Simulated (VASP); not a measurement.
# Si in VASP: density of states with PBEsol

Aim: the density of states of Si with PBEsol.

All numbers are computed with VASP 6.6.1; they aren't measurements. Logs are shortened: lines on timing, memory, paths and dates and some standing lists are left out, and cuts for length are marked.

## Step 1: The cell of the first run

The cell holds a slab with vacuum, 6 atoms: a = 4.695 Å, b = 3.834 Å, c = 20.286 Å, α = 90.00°, β = 90.00°, γ = 65.91°.

## Step 2: Density of states, PBEsol

Contents of POSCAR:

```
Si
1.0
    4.6952399906      0.0000000000      0.0000000000
    1.5650799969      3.4996252632      0.0000000000
    0.0000000000      0.0000000000     20.2861000000
Si
6
Direct
    0.0000000000      0.7500000000      0.3943575134
    0.4000000000      0.0500000000      0.4366145081
    0.8000000000      0.3500000000      0.4788715027
    0.2000000000      0.6500000000      0.5211284973
    0.6000000000      0.9500000000      0.5633854919
    0.0000000000      0.2500000000      0.6056424866
```

Contents of INCAR.step1:

```
PREC = Accurate
ENCUT = 520
EDIFF = 1E-6
ISMEAR = -1
SIGMA = 0.05
LREAL = F
LASPH = T
NELM = 80
ALGO = Normal
ISIF = 2
LWAVE = F
LCHARG = T
LDIPOL = T
IDIPOL = 3
DIPOL = 0.5 0.5 0.500
GGA = PS
NBANDS = 21
```

Contents of KPOINTS.step1:

```
Automatic mesh
0
Gamma
  10 10 1
```

Contents of INCAR.step2:

```
PREC = Accurate
ENCUT = 520
EDIFF = 1E-6
ISMEAR = -5
SIGMA = 0.05
LREAL = F
LASPH = T
NELM = 80
ALGO = Normal
ISIF = 2
LWAVE = F
LCHARG = F
LDIPOL = T
IDIPOL = 3
DIPOL = 0.5 0.5 0.500
GGA = PS
LORBIT = 10
NBANDS = 21
NEDOS = 2001
ICHARG = 11
```

Contents of KPOINTS.step2:

```
Automatic mesh
0
Gamma
  15 15 1
```

Potentials or basis: VASP PAW PBE potentials, release 64 (Si).

Command:

```
cat potpaw_PBE.64/Si/POTCAR > POTCAR
cp INCAR.step1 INCAR
cp KPOINTS.step1 KPOINTS
mpirun -np 1 vasp_std > vasp.out
cp INCAR.step2 INCAR
cp KPOINTS.step2 KPOINTS
mpirun -np 1 vasp_std > vasp.out
```

OUTCAR:

```text
PREC = Accurate
   ENCUT = 520
   EDIFF = 1E-6
   ISMEAR = -5
   LREAL = F
   LASPH = T
   NELM = 80
   ISIF = 2
   GGA = PS
   LORBIT = 10
   ICHARG = 11

 ion  position               nearest neighbor table
   1  0.000  0.750  0.394-   2 2.71   2 2.71   2 2.71   4 2.71   3 2.71   3 2.71
   2  0.400  0.050  0.437-   5 2.71   4 2.71   4 2.71   3 2.71   3 2.71   3 2.71   1 2.71   1 2.71
                             1 2.71
   3  0.800  0.350  0.479-   5 2.71   5 2.71   4 2.71   2 2.71   4 2.71   2 2.71   4 2.71   2 2.71
                             6 2.71   1 2.71   1 2.71
   4  0.200  0.650  0.521-   2 2.71   2 2.71   3 2.71   5 2.71   3 2.71   5 2.71   3 2.71   5 2.71
                             1 2.71   6 2.71   6 2.71
   5  0.600  0.950  0.563-   2 2.71   3 2.71   3 2.71   4 2.71   4 2.71   4 2.71   6 2.71   6 2.71
                             6 2.71
   6  0.000  0.250  0.606-   5 2.71   5 2.71   5 2.71   3 2.71   4 2.71   4 2.71

  LATTYP: Found a base centered orthorhombic cell.
 ALAT       =     3.8336473990
 B/A-ratio  =     2.2360679775
 C/A-ratio  =     5.2915925459

  Lattice vectors:

 A1 = (  -4.6952399906,   0.0000000000,   0.0000000000)
 A2 = (   3.1301599937,  -3.4996252632,   0.0000000000)
 A3 = (   0.0000000000,   0.0000000000,  20.2861000000)

Analysis of symmetry for initial positions (statically):
=====================================================================
 Subroutine PRICEL returns:
 Original cell was already a primitive cell.

 Routine SETGRP: Setting up the symmetry group for a
 base centered orthorhombic supercell.

 Subroutine GETGRP returns: Found  4 space group operations
 (whereof  2 operations were pure point group operations)
 out of a pool of  8 trial point group operations.

The static configuration has the point symmetry S_2 .
 The point group associated with its full space group is C_2h.

Analysis of symmetry for dynamics (positions and initial velocities):
=====================================================================
 Subroutine PRICEL returns:
 Original cell was already a primitive cell.

 Routine SETGRP: Setting up the symmetry group for a
 base centered orthorhombic supercell.

 Subroutine GETGRP returns: Found  4 space group operations
 (whereof  2 operations were pure point group operations)
 out of a pool of  8 trial point group operations.

The dynamic configuration has the point symmetry S_2 .
 The point group associated with its full space group is C_2h.

 Subroutine INISYM returns: Found  4 space group operations
 (whereof  2 operations are pure point group operations),
 and found     1 'primitive' translations

----------------------------------------------------------------------------------------

                                     Primitive cell

  volume of cell :     333.3327

  direct lattice vectors                    reciprocal lattice vectors
     4.695239991  0.000000000  0.000000000     0.212981658 -0.095248293  0.000000000
     1.565079997  3.499625263  0.000000000     0.000000000  0.285744880  0.000000000
     0.000000000  0.000000000 20.286100000     0.000000000  0.000000000  0.049294837

  length of vectors
     4.695239991  3.833647399 20.286100000     0.233309717  0.285744880  0.049294837

  position of ions in fractional coordinates (direct lattice)
     1.000000000  0.750000000  0.394357513
     0.400000000  0.050000000  0.436614508
     0.800000000  0.350000000  0.478871503
     0.200000000  0.650000000  0.521128497
     0.600000000  0.950000000  0.563385492
     1.000000000  0.250000000  0.605642487

  ion indices of the primitive-cell ions
   primitive index   ion index
                 1           1
                 2           2
                 3           3
                 4           4
                 5           5
                 6           6

----------------------------------------------------------------------------------------

 KPOINTS: Automatic mesh

Automatic generation of k-mesh.
 Grid dimensions read from file:
 generate k-points for:   15   15    1

 Generating k-lattice:

  Cartesian coordinates                     Fractional coordinates (reciprocal lattice)
     0.014198777 -0.006349886  0.000000000     0.066666667  0.000000000  0.000000000
     0.000000000  0.019049659  0.000000000     0.000000000  0.066666667  0.000000000
     0.000000000  0.000000000  0.049294837     0.000000000  0.000000000  1.000000000

  Length of vectors
     0.015553981  0.019049659  0.049294837

  Shift w.r.t. Gamma in fractional coordinates (k-lattice)
     0.000000000  0.000000000  0.000000000

 TETIRR: Found    344 inequivalent tetrahedra from     1350

 Subroutine IBZKPT returns following result:
 ===========================================

 Found     64 irreducible k-points:

 Following reciprocal coordinates:
            Coordinates               Weight
  0.000000  0.000000  0.000000      1.000000
  0.066667  0.000000  0.000000      2.000000
  0.133333  0.000000  0.000000      2.000000
  0.200000  0.000000  0.000000      2.000000
  0.266667  0.000000  0.000000      2.000000
  0.333333 -0.000000  0.000000      2.000000
[... 16 lines left out ...]
  0.466667  0.133333  0.000000      4.000000
 -0.466667  0.133333  0.000000      4.000000
 [... further k-points ...]
   k-points           NKPTS =     64   k-points in BZ     NKDIM =     64   number of bands    NBANDS=     21
   number of dos      NEDOS =   2001   number of ions     NIONS =      6
   total plane-waves  NPLWV = 172800
   dimension x,y,z NGX =    36 NGY =   30 NGZ =  160
   dimension x,y,z NGXF=    72 NGYF=   60 NGZF=  320
   ions per type =               6
   NGX,Y,Z   is equivalent  to a cutoff of  12.75, 13.01, 13.11 a.u.
   NGXF,Y,Z  is equivalent  to a cutoff of  25.49, 26.02, 26.22 a.u.
 SYSTEM =  unknown system
   PREC   = accura    normal or accurate (medium, high low for compatibility)
   ISTART =      0    job   : 0-new  1-cont  2-samecut
   ICHARG =     11    charge: 1-file 2-atom 10-const
   ISPIN  =      1    spin polarized calculation?
   LNONCOLLINEAR =      F non collinear calculations
   LSORBIT =      F    spin-orbit coupling
   LASPH  =      T    aspherical Exc in radial PAW
   ENCUT  =  520.0 eV  38.22 Ry    6.18 a.u.   8.73  7.13 37.72*2*pi/ulx,y,z
   NELM   =     80;   NELMIN=  2; NELMDL=  0     # of ELM steps
   EDIFF  = 0.1E-05   stopping-criterion for ELM
   LREAL  =      F    real-space projection
   EDIFFG = 0.1E-04   stopping-criterion for IOM
   NSW    =      0    number of steps for IOM
   IBRION =     -1    ionic relax: 0-MD 1-quasi-New 2-CG
   NFREE  =      0    steps in history (QN), initial steepest desc. (CG)
   ISIF   =      2    stress and relaxation
   ISYM   =      2    0-nonsym 1-usesym 2-fastsym
   POTIM  = 0.5000    time-step for ionic-motion
   TEBEG  =    0.0;   TEEND  =   0.0 temperature during run
   PSTRESS=    0.0 pullay stress
   NELECT =      24.0000    total number of electrons
   NUPDOWN=      -1.0000    fix difference up-down
   EMIN   =  10.00;   EMAX   =-10.00  energy-range for DOS
   EFERMI =   0.00;   METHOD = LEGACY
   ISMEAR =    -5;   SIGMA  =   0.05  broadening in eV -4-tet -1-fermi 0-gaus
   EFERMI_NEDOS =   21; number of points for ismear=-14 and -15
   IALGO  =     38    algorithm
   IMIX   =      4    mixing-type and parameters
     AMIX     =   0.40;   BMIX     =  1.00
     AMIX_MAG =   1.60;   BMIX_MAG =  1.00
  volume/ion in A,a.u.               =      55.56       374.91
  Fermi-wavevector in a.u.,A,eV,Ry     =   0.681061  1.287018  6.310980  0.463844
  Thomas-Fermi vector in A             =   1.759733
   LORBIT       =     10    0 simple, 1 ext, 2 COOP (PROOUT), +10 PAW based schemes
   GGA     = PS    functional components
   LHFCALC =     F    Hartree Fock is set to
   AEXX    =    0.0000 exact exchange contribution
   IVDW    =     0    specifies the selected vdW correction
   LEPSILON=     F    determine dielectric tensor
   LRPA    =     F    only Hartree local field effects (RPA)
 non-spin polarized calculation
 Fermi weights with tetrahedron method with Bloechl corrections
  energy-cutoff  :      520.00
  volume of cell :      333.33
 maximum number of plane-waves:      9017

 number of electron      24.0000000 magnetization

 dipolmoment           0.000000      0.000000      0.000000 electrons x Angstroem

 Free energy of the ion-electron system (eV)
  ---------------------------------------------------
  ext. energy  EPLUGINS =         0.00000000
  ---------------------------------------------------
  free energy    TOTEN  =       -30.26481916 eV

  energy without entropy =      -30.26481916  energy(sigma->0) =      -30.26481916

 E-fermi :  -0.4809     XC(G=0):  -3.9202

 val. band max:       -0.4583075521   @ k =   0.0667   0.1333   0.0000
 cond. band min:      -0.5450040429   @ k =   0.4000   0.3333   0.0000
 fundamental gap:     -0.0866964908
 Fermi energy:        -0.4809264887

 k-point     1 :       0.0000    0.0000    0.0000
  band No.  band energies     occupation
      1     -14.0554      2.00000
      2     -11.0049      2.00000
      3      -7.4357      2.00000
      4      -6.2422      2.00000
      5      -6.1735      2.00000
      6      -4.0176      2.00000
[... 13 lines left out ...]
     20       2.6691      0.00000
     21       3.5834      0.00000
[... 529 lines left out ...]
 k-point    24 :      -0.4667    0.1333    0.0000
  band No.  band energies     occupation
      1     -12.2344      2.00000
      2     -11.6097      2.00000
      3      -9.4957      2.00000
      4      -8.1895      2.00000
      5      -6.8530      2.00000
      6      -6.0175      2.00000
[... 13 lines left out ...]
     20       3.7578      0.00000
     21       4.2930      0.00000

 [... further k-points ...]

------------------------ aborting loop because EDIFF is reached ----------------------------------------

 vacuum level on the upper side and lower side of the slab       (xc-potential included)        -0.060        -0.060

  FORCE on cell =-STRESS in cart. coord.  units (eV):
  Direction    XX          YY          ZZ          XY          YZ          ZX
  --------------------------------------------------------------------------------------
  -------------------------------------------------------------------------------------
  Total       -3.7874294     -3.9888185     -4.9845528     -0.1125799      0.5749215     -1.2855637
  in kB      -18.2044361    -19.1724208    -23.9584592     -0.5411199      2.7633841     -6.1791149
  external PRESSURE =     -20.4451054 kB  Pullay stress =       0.0000000 kB

 VOLUME and BASIS-vectors are now :
 -----------------------------------------------------------------------------
  energy-cutoff  :      520.00
  volume of cell :      333.33
      direct lattice vectors                 reciprocal lattice vectors
     4.695239991  0.000000000  0.000000000     0.212981658 -0.095248293  0.000000000
     1.565079997  3.499625263  0.000000000     0.000000000  0.285744880  0.000000000
     0.000000000  0.000000000 20.286100000     0.000000000  0.000000000  0.049294837

 POSITION                                       TOTAL-FORCE (eV/Angst)
 -----------------------------------------------------------------------------------
      1.17381      2.62472      7.99998         0.259378     -0.115997      1.280625
      1.95635      0.17498      8.85721         0.097636     -0.043664     -0.166046
      4.30397      1.22487      9.71444        -0.090978      0.040686      0.118328
      1.95635      2.27476     10.57166         0.090978     -0.040686     -0.118328
      4.30397      3.32464     11.42889        -0.097636      0.043664      0.166046
      0.39127      0.87491     12.28612        -0.259378      0.115997     -1.280625
 -----------------------------------------------------------------------------------
    total drift:                               -0.000000     -0.000000      0.000000

  FREE ENERGIE OF THE ION-ELECTRON SYSTEM (eV)
  ---------------------------------------------------
  free  energy   TOTEN  =       -30.2648191620 eV

  energy  without entropy=      -30.2648191620  energy(sigma->0) =      -30.26481916

 vacuum level on the upper side and lower side of the slab         3.740         3.740

 total charge

# of ion       s       p       d       tot
------------------------------------------
    1        0.885   0.647   0.000   1.532
    2        0.844   0.698   0.000   1.543
    3        0.828   0.716   0.000   1.545
    4        0.828   0.716   0.000   1.545
    5        0.844   0.698   0.000   1.543
    6        0.885   0.647   0.000   1.532
--------------------------------------------------
tot          5.115   4.124   0.000   9.239
```

It took 14 min on 1 thread of AMD EPYC 7R13, shared host; peak memory 0.54 GiB.

Results:

```yaml
Valence_electrons_inside_the_program's_atomic_spheres: Si 1.53, 1.54
```

Levels at points of the mesh, in eV from the Fermi level:
```
           k point  band 10  band 11  band 12  band 13  band 14  band 15
(0.00, 0.00, 0.00)    -2.19    -1.52    -1.48    -0.21     0.05     0.75
```

Caveat: the PAW data sets were made with another functional, which shifts forces and pressure a little; tetrahedron occupations give inexact forces and stress in metals.
